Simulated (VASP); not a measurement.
GaN:

```xyz
2
Lattice="2.6956 0.0000 0.0000 0.0000 2.6956 0.0000 0.0000 0.0000 2.6956" Properties=species:S:1:pos:R:3 pbc="T T T"
Ga    0.0000    0.0000    0.0000
N     1.3478    1.3478    1.3478
```

Base run:

| Item | Value |
| --- | --- |
| Program | VASP 6.6.1 |
| Functional | r2SCAN |
| Potentials or basis | VASP PAW PBE potentials, release 64 (Ga_d, N) |
| Cutoff | 520 eV |
| k mesh | 6 × 6 × 6, shifted |
| Occupations | fermi-dirac, width 0.02 eV |
| Spin | no spin polarisation |

Its results: band gap on the k mesh 0.30 eV, indirect (least direct gap 1.02 eV); pressure 1.1 GPa.

Task: The run is repeated on the same cell with these changes: k mesh from 6 × 6 × 6, shifted to 6 × 6 × 6. What comes out?

Result: Band gap on the k mesh zero (band 9 reaches 8.39 eV, above the bottom of band 10 at 6.90 eV); pressure 1.0 GPa.

Caveats: some runs use coarse meshes; the PAW data sets were made with another functional, which shifts forces and pressure a little.

A k mesh can miss the band edges.
